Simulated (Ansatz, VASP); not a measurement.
**NbC2 in VASP and in Ansatz**

```
CELL_PARAMETERS angstrom
3.21082 0.00000 0.00000
-1.60541 2.78065 0.00000
0.00000 0.00000 3.06633
ATOMIC_POSITIONS crystal
Nb 0.00000 0.00000 0.00000
C 0.33333 0.66667 0.50000
C 0.66667 0.33333 0.50000
```

Change from the starting cell: species swapped into the YHg2 type (P6/mmm, No. 191).

Alike in both runs: task single point; functional PBE; k mesh 6 × 6 × 6; occupations gaussian, width 0.1 eV; collinear spin.

|  | VASP | Ansatz |
| --- | --- | --- |
| version | VASP 6.6.1 | Ansatz 0.2.0 |
| potentials or method | VASP PAW PBE potentials, release 64 (Nb_sv, C), cutoff 520 eV | scalar-relativistic, plane waves, PAW |
| valence electrons in the cell | 21 | 21 |

```tsv
	VASP	Ansatz	Ansatz less VASP
gap on the k mesh at the Fermi level (eV)	none	none	-
pressure (GPa)	-0.3	0.0	+0.31
net moment per atom (μB)	0.00	0.00	0.000
```

A gap of «none» marks a metal or a gap that the smearing closes. Ansatz's warnings: seeded moment not kept.

The k mesh is coarse, so the values compare programs but aren't converged.
